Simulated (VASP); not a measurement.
# Ta (Im-3m) in VASP: further runs

Runs on Ta. Level: PBE. Tasks: elastic constants.

All numbers are computed with VASP 6.6.1; they aren't measurements. Logs are shortened: lines on timing, memory, paths and dates and some standing lists are left out, and cuts for length are marked.

## (1) The cell of the first run

Symmetry: Im-3m, No. 229, cubic system. The conventional cell has a = 3.308 Å, b = 3.308 Å, c = 3.308 Å, α = 90.00°, β = 90.00°, γ = 90.00°. Within 3.8 Å of Ta (site symmetry m-3m) lie 14 Ta at 2.86 to 3.31 Å.

## (2) Elastic constants, PBE

Contents of INCAR:

```
SYSTEM = Ta
PREC = Accurate
ENCUT = 600
EDIFF = 1E-8
ISMEAR = 0
SIGMA = 0.1
LREAL = .FALSE.
LASPH = .TRUE.
NELM = 100
ALGO = Normal
ISIF = 3
LWAVE = .FALSE.
LCHARG = .FALSE.
GGA = PE
IBRION = 6
NFREE = 2
POTIM = 0.015
NSW = 1
```

Contents of KPOINTS:

```
Automatic mesh
0
G
  8 8 8
  0 0 0
```

Contents of POSCAR:

```
Ta
1.0
   -1.6539472849      1.6539472849      1.6539472849
    1.6539472849     -1.6539472849      1.6539472849
    1.6539472849      1.6539472849     -1.6539472849
Ta
1
Direct
    0.0000000000      0.0000000000      0.0000000000
```

Potentials or basis: VASP PAW PBE potentials, release 64 (Ta_pv).

On the command line:

```
$ cat potpaw_PBE.64/Ta_pv/POTCAR > POTCAR
$ mpirun -np 1 vasp_std > vasp.out
```

OUTCAR:

```text
SYSTEM = Ta
   PREC = Accurate
   ENCUT = 600
   EDIFF = 1E-8
   ISMEAR = 0
   LREAL = .FALSE.
   LASPH = .TRUE.
   NELM = 100
   ISIF = 3
   GGA = PE
   IBRION = 6
   NFREE = 2
   POTIM = 0.015
   NSW = 1

 ion  position               nearest neighbor table
   1  0.000  0.000  0.000-

  LATTYP: Found a body centered cubic cell.
 ALAT       =     3.3078945698

  Lattice vectors:

 A1 = (  -1.6539472849,   1.6539472849,   1.6539472849)
 A2 = (   1.6539472849,  -1.6539472849,   1.6539472849)
 A3 = (   1.6539472849,   1.6539472849,  -1.6539472849)

Analysis of symmetry for initial positions (statically):
=====================================================================
 Subroutine PRICEL returns:
 Original cell was already a primitive cell.

 Routine SETGRP: Setting up the symmetry group for a
 body centered cubic supercell.

 Subroutine GETGRP returns: Found 48 space group operations
 (whereof 48 operations were pure point group operations)
 out of a pool of 48 trial point group operations.

The static configuration has the point symmetry O_h .

Analysis of symmetry for dynamics (positions and initial velocities):
=====================================================================
 Subroutine PRICEL returns:
 Original cell was already a primitive cell.

 Routine SETGRP: Setting up the symmetry group for a
 body centered cubic supercell.

 Subroutine GETGRP returns: Found 48 space group operations
 (whereof 48 operations were pure point group operations)
 out of a pool of 48 trial point group operations.

The dynamic configuration has the point symmetry O_h .

 Subroutine INISYM returns: Found 48 space group operations
 (whereof 48 operations are pure point group operations),
 and found     1 'primitive' translations

----------------------------------------------------------------------------------------

                                     Primitive cell

  volume of cell :      18.0978

  direct lattice vectors                    reciprocal lattice vectors
    -1.653947285  1.653947285  1.653947285     0.000000000  0.302307096  0.302307096
     1.653947285 -1.653947285  1.653947285     0.302307096  0.000000000  0.302307096
     1.653947285  1.653947285 -1.653947285     0.302307096  0.302307096  0.000000000

  length of vectors
     2.864720730  2.864720730  2.864720730     0.427526795  0.427526795  0.427526795

  position of ions in fractional coordinates (direct lattice)
     0.000000000  0.000000000  0.000000000

  ion indices of the primitive-cell ions
   primitive index   ion index
                 1           1

----------------------------------------------------------------------------------------

 KPOINTS: Automatic mesh

Automatic generation of k-mesh.
 Grid dimensions read from file:
 generate k-points for:    8    8    8

 Generating k-lattice:

  Cartesian coordinates                     Fractional coordinates (reciprocal lattice)
     0.000000000  0.037788387  0.037788387     0.125000000  0.000000000  0.000000000
     0.037788387  0.000000000  0.037788387     0.000000000  0.125000000  0.000000000
     0.037788387  0.037788387  0.000000000     0.000000000  0.000000000  0.125000000

  Length of vectors
[... 88 lines left out ...]
 Gauss-broadening in eV      SIGMA  =   0.10
  energy-cutoff  :      600.00
  volume of cell :       18.10
 maximum number of plane-waves:       622
   NGX = 11   NGY = 11   NGZ = 11

--------------------------------------- Ionic step        1  -------------------------------------------

 number of electron      11.0000002 magnetization

 Free energy of the ion-electron system (eV)
  ---------------------------------------------------
  ext. energy  EPLUGINS =         0.00000000
  ---------------------------------------------------
  free energy    TOTEN  =       -11.83663659 eV

  energy without entropy =      -11.83275016  energy(sigma->0) =      -11.83469338

------------------------ aborting loop because EDIFF is reached ----------------------------------------

  FORCE on cell =-STRESS in cart. coord.  units (eV):
  Direction    XX          YY          ZZ          XY          YZ          ZX
  --------------------------------------------------------------------------------------
  -------------------------------------------------------------------------------------
  Total        0.0158505      0.0158505      0.0158505      0.0000000     -0.0000000     -0.0000000
  in kB        1.4032294      1.4032294      1.4032294      0.0000000     -0.0000000     -0.0000000
  external PRESSURE =       1.4032294 kB  Pullay stress =       0.0000000 kB
[... 86 lines left out ...]
  FREE ENERGIE OF THE ION-ELECTRON SYSTEM (eV)
  ---------------------------------------------------
  free  energy   TOTEN  =       -11.8325579353 eV

  energy  without entropy=      -11.8284814130  energy(sigma->0) =      -11.83051967

[... ionic steps 4 to 12 ...]

--------------------------------------- Ionic step       13  -------------------------------------------

 number of electron      11.0000001 magnetization

------------------------ aborting loop because EDIFF is reached ----------------------------------------
[... 65 lines left out ...]
--------------------------------------- Ionic step       15  -------------------------------------------

 number of electron      11.0000001 magnetization

 Free energy of the ion-electron system (eV)
  ---------------------------------------------------
  ext. energy  EPLUGINS =         0.00000000
  ---------------------------------------------------
  free energy    TOTEN  =       -11.83663602 eV

  energy without entropy =      -11.83274960  energy(sigma->0) =      -11.83469281

 E-fermi :   5.4696     XC(G=0): -12.5881

 val. band max:        5.3726605810   @ k =   0.2500   0.0000   0.0000
 cond. band min:       5.5192290333   @ k =  -0.2500   0.2500   0.1250
 fundamental gap:      0.1465684523
 Fermi energy:         5.4696436367

 k-point     1 :       0.0000    0.0000    0.0000
  band No.  band energies     occupation
      1     -27.6115      2.00000
      2     -27.6115      2.00000
      3     -27.6115      2.00000
      4      -2.4512      2.00000
      5       6.1984      0.00000
      6       6.1984      0.00000
      7       6.1984      0.00000
      8       9.4523      0.00000
      9       9.4523      0.00000
[... 265 lines left out ...]
 k-point    24 :      -0.3750    0.3750    0.2500
  band No.  band energies     occupation
      1     -28.4760      2.00000
      2     -28.1493      2.00000
      3     -28.0431      2.00000
      4       2.6349      2.00000
      5       3.4912      2.00000
      6       6.7260      0.00000
      7       7.4075      0.00000
      8      10.8664      0.00000
      9      10.9542      0.00000

 [... further k-points ...]
[... 5 lines left out ...]
  --------------------------------------------------------------------------------------
  -------------------------------------------------------------------------------------
  Total        0.0159246      0.0159246      0.0159246     -0.0000000     -0.0000000      0.0000000
  in kB        1.4097866      1.4097866      1.4097866     -0.0000000     -0.0000000      0.0000000
  external PRESSURE =       1.4097866 kB  Pullay stress =       0.0000000 kB
[... 16 lines left out ...]
  FREE ENERGIE OF THE ION-ELECTRON SYSTEM (eV)
  ---------------------------------------------------
  free  energy   TOTEN  =       -11.8366360241 eV

  energy  without entropy=      -11.8327495964  energy(sigma->0) =      -11.83469281

 INTERNAL STRAIN TENSORS FROM STRAINED CELLS
 ============================================

 INTERNAL STRAIN TENSOR FOR ION    1 for displacements in x,y,z  (eV/Angst):
          X           Y           Z          XY          YZ          ZX
  --------------------------------------------------------------------------------
  x     0.00000    -0.00000     0.00000     0.00000     0.00000    -0.00000
  y     0.00000     0.00000     0.00000    -0.00000    -0.00000    -0.00000
  z    -0.00000    -0.00000     0.00000     0.00000     0.00000     0.00000

 INTERNAL STRAIN TENSORS FROM DISPLACED ATOMS
 ============================================

 INTERNAL STRAIN TENSOR FOR ION    1 for displacements in x,y,z  (eV/Angst):
          X           Y           Z          XY          YZ          ZX
  --------------------------------------------------------------------------------
  x     0.00000     0.00000     0.00000     0.00000     0.00000     0.00000
  y     0.00000     0.00000     0.00000     0.00000     0.00000     0.00000
  z     0.00000     0.00000     0.00000     0.00000     0.00000     0.00000

 Eigenvectors and eigenvalues of the dynamical matrix
 ----------------------------------------------------

   1 f/i=    0.000000 THz     0.000000 2PiTHz    0.000000 cm-1     0.000000 meV
             X         Y         Z           dx          dy          dz
      0.000000  0.000000  0.000000     0.974859    0.222825    0.000000

   2 f/i=    0.000000 THz     0.000000 2PiTHz    0.000000 cm-1     0.000000 meV
             X         Y         Z           dx          dy          dz
      0.000000  0.000000  0.000000     0.222825   -0.974859    0.000000

   3 f/i=    0.000000 THz     0.000000 2PiTHz    0.000000 cm-1     0.000000 meV
             X         Y         Z           dx          dy          dz
      0.000000  0.000000  0.000000     0.000000    0.000000    1.000000

--------------------------------------------------------------------------------------------------------

 ELASTIC MODULI CONTR FROM IONIC RELAXATION (kBar)
 Direction    XX          YY          ZZ          XY          YZ          ZX
 --------------------------------------------------------------------------------
 XX           0.0000      0.0000      0.0000      0.0000      0.0000      0.0000
 YY           0.0000      0.0000      0.0000      0.0000      0.0000      0.0000
 ZZ           0.0000      0.0000      0.0000      0.0000      0.0000      0.0000
 XY           0.0000      0.0000      0.0000      0.0000      0.0000      0.0000
 YZ           0.0000      0.0000      0.0000      0.0000      0.0000      0.0000
 ZX           0.0000      0.0000      0.0000      0.0000      0.0000      0.0000
 --------------------------------------------------------------------------------

 TOTAL ELASTIC MODULI (kBar)
 Direction    XX          YY          ZZ          XY          YZ          ZX
 --------------------------------------------------------------------------------
 XX        2833.5479   1648.1419   1648.1419      0.0000     -0.0000     -0.0000
 YY        1648.1419   2833.5479   1648.1419     -0.0000     -0.0000     -0.0000
 ZZ        1648.1419   1648.1419   2833.5479      0.0000      0.0000      0.0000
 XY           0.0000     -0.0000      0.0000   1119.6328     -0.0000     -0.0000
 YZ          -0.0000     -0.0000      0.0000     -0.0000   1119.6328     -0.0000
 ZX          -0.0000     -0.0000      0.0000     -0.0000     -0.0000   1119.6328
 --------------------------------------------------------------------------------
```

Wall time 2.1 min (1 thread of Intel Xeon 6975P-C, shared host); peak memory 0.19 GiB.

Results:

```yaml
Elastic_constants_C11_C12_C44: 283, 165, 112 GPa
Voigt_bulk_modulus: 204 GPa
```

Elastic tensor in Voigt notation (GPa, in the Cartesian axes of the cell as first typed):
```
283 165 165   0   0   0
165 283 165   0   0   0
165 165 283   0   0   0
  0   0   0 112   0   0
  0   0   0   0 112   0
  0   0   0   0   0 112
```

Clamped-ion elastic tensor (GPa):
```
283 165 165   0   0   0
165 283 165   0   0   0
165 165 283   0   0   0
  0   0   0 112   0   0
  0   0   0   0 112   0
  0   0   0   0   0 112
```

Caveat: spin-orbit coupling is left out, which moves the levels of the heavy elements.

(Part 1 of 2 ends here.)
